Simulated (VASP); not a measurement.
## SnO: electric field gradients with LDA

SnO:

```xyz
4
Lattice="3.7986 0.0000 0.0000 0.0000 3.7986 0.0000 0.0000 0.0000 4.8408" Properties=species:S:1:pos:R:3 pbc="T T T"
Sn    1.8993    0.0000    1.1728
Sn    0.0000    1.8993    3.6680
O     0.0000    0.0000    0.0000
O     1.8993    1.8993    0.0000
```

| Item | Value |
| --- | --- |
| Program | VASP 6.6.1 |
| Task | electric field gradients |
| Functional | LDA |
| Potentials or basis | VASP PAW LDA potentials, release 64 (Sn_d, O) |
| Cutoff | 520 eV |
| k mesh | 12 × 12 × 10 |
| Occupations | fermi-dirac, width 0.05 eV |
| Spin | no spin polarisation |
| Dipole correction | no |
| Further INCAR settings | ALGO = Normal; EDIFF = 1e-08; NBANDS = 28 |

The pressure is -3.6 GPa, the largest force is 0.485 eV/Å and the band gap on the k mesh is zero (bands 20 and 21 overlap by 0.05 eV). The largest electric field gradient by atom is Sn -166.6; O +6.5 V/Å².

Forces on the atoms (eV/Å):
```
Sn   0.000  0.000 -0.485
Sn   0.000  0.000  0.485
O    0.000  0.000  0.000
O    0.000  0.000  0.000
```

Stress tensor (GPa, compression positive):
```
-3.35  0.00  0.00
 0.00 -3.35  0.00
 0.00  0.00 -4.03
```

Levels at points of the mesh, in eV from the Fermi level:
| k point | band 16 | band 17 | band 18 | band 19 | band 20 | band 21 | band 22 | band 23 | band 24 | band 25 |
| --- | --- | --- | --- | --- | --- | --- | --- | --- | --- | --- |
| (0.00, 0.00, 0.00) | -6.28 | -3.50 | -3.12 | -3.12 | -0.07 | 2.05 | 4.27 | 4.48 | 4.48 | 5.51 |
| (0.50, 0.00, 0.00) | -5.06 | -4.83 | -4.83 | -2.84 | -2.84 | 3.04 | 3.04 | 5.71 | 5.71 | 5.92 |
| (0.50, 0.50, 0.00) | -5.19 | -2.46 | -2.46 | -2.02 | -2.02 | -0.12 | -0.12 | 4.23 | 4.23 | 7.05 |
| (0.00, 0.00, 0.50) | -3.57 | -3.20 | -3.14 | -3.14 | -2.34 | 1.57 | 2.73 | 2.73 | 3.60 | 7.79 |
| (0.50, 0.00, 0.50) | -5.51 | -4.79 | -4.79 | -1.83 | -1.83 | 2.46 | 2.46 | 5.22 | 5.22 | 6.53 |
| (0.50, 0.50, 0.50) | -5.68 | -2.84 | -2.84 | -2.46 | -2.46 | 2.19 | 2.19 | 3.90 | 3.90 | 5.48 |

Electric field gradients, principal values (V/Å²):
```csv
atom,least,middle,greatest (by size)
1 Sn,83.287,83.287,-166.575
2 Sn,83.287,83.287,-166.575
3 O,-3.271,-3.271,6.542
4 O,-3.271,-3.271,6.542
```

It took 5 min on 1 thread of Oxide Virtual Turin-like Processor (shared host), peak memory 0.32 GiB.

Caveat: the cell stands under tension; semilocal functionals underestimate gaps, and a narrow one can read as zero; without QUAD_EFG the Cq values of the log hold for a quadrupole moment of 1 mb, not for the nuclei; spin-orbit coupling is left out, which moves the levels of the heavy elements.
